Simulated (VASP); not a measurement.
Input of a VASP 6.6.1 run:

File INCAR:

```
PREC     = Accurate       # precision mode
ENCUT    = 500            # plane-wave cutoff, eV
EDIFF    = 1E-7           # SCF threshold, eV
ISMEAR   = 0              # smearing method
SIGMA    = 0.05           # smearing width, eV
LREAL    = F              # projectors in reciprocal space
LASPH    = T              # aspherical terms in the spheres
NELM     = 120            # most SCF steps
ALGO     = Normal         # electronic algorithm
ISIF     = 3              # what is computed and relaxed
LWAVE    = F              # write WAVECAR
LCHARG   = F              # write CHGCAR
GGA      = PS             # functional
IBRION   = 2              # ionic algorithm
NSW      = 80             # ionic steps
EDIFFG   = -0.01          # ionic threshold
GGA_COMPAT= F            
NELMIN   = 4
```

The input KPOINTS:

```
regular mesh
0
Gamma
  7 7 9
```

Contents of POSCAR:

```
ZrH
1.0
   -1.6439080000      1.6439080000      2.5043990000
    1.6439080000     -1.6439080000      2.5043990000
    1.6439080000      1.6439080000     -2.5043990000
Zr H
1 1
Direct
    0.0000000000      0.0000000000      0.0000000000
    0.7500000000      0.2500000000      0.5000000000
```

Potentials or basis: VASP PAW PBE potentials, release 64 (Zr_sv, H).

Launch:

```console
$ cat potpaw_PBE.64/Zr_sv/POTCAR potpaw_PBE.64/H/POTCAR > POTCAR
$ mpirun -np 1 vasp_std > vasp.out
```

**Question.** Estimate the relaxed cell.

**Answer.** a = 3.381 Å, b = 3.381 Å, c = 3.381 Å, α = 122.83°, β = 122.83°, γ = 85.16°.

**Question.** Predict the space group after relaxing (to 0.1 Å).

**Answer.** I-4m2 (No. 119).

**Question.** What does it give for the relaxed volume?

**Answer.** 13.03 Å³/atom.

The path:
| step | energy change (eV) | largest force (eV/Å) | pressure (GPa) | volume (Å³) |
| --- | --- | --- | --- | --- |
| 1 | 0.0000 | 0.0000 | -4.36 | 27.07 |
| 2 | -0.0120 | 0.0000 | 1.94 | 25.65 |
| 3 | -0.0143 | 0.0000 | 0.02 | 26.05 |
| 4 | -0.0143 | 0.0000 | -0.08 | 26.07 |
| 5 | -0.0145 | 0.0000 | -0.08 | 26.07 |
| 6 | -0.0147 | 0.0000 | -0.09 | 26.06 |

Caveat: the PAW data sets were made with another functional, which shifts forces and pressure a little.
